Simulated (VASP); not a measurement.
W, 1 atom in the cell. Symmetry: R-3m, No. 166, trigonal system. The conventional cell has a = 2.900 Å, b = 2.900 Å, c = 6.891 Å, α = 90.00°, β = 90.00°, γ = 120.00°. W (site symmetry -3m) has 12 W at 2.84 to 2.90 Å within 3.7 Å.  This cell differs from its parent crystal: equal xy, yz and zx shear strains of -2 %.

| Quantity | Value |
| --- | --- |
| Program | VASP 6.6.1 |
| Task | electric field gradients |
| Functional | PBEsol |
| Potentials or basis | VASP PAW PBE potentials, release 64 (W_sv) |
| Cutoff | 520 eV |
| k mesh | 14 × 14 × 14 |
| Occupations | fermi-dirac, width 0.05 eV |
| Spin | no spin polarisation |
| Dipole correction | no |
| Further INCAR settings | ALGO = Normal; EDIFF = 1e-08; NBANDS = 13 |

Potentials or basis: VASP PAW PBE potentials, release 64 (W_sv).

The run is started by

```bash
$ cat potpaw_PBE.64/W_sv/POTCAR > POTCAR
$ mpirun -np 1 vasp_std > vasp.out
```

Hardware: 1 thread of Intel Xeon 8259CL (shared host).

Q: Estimate the wall time of this run.

A: Wall time 74 s on 1 thread of Intel Xeon 8259CL (shared host), peak memory 0.19 GiB. Counts: scf iterations 14, k points 288.
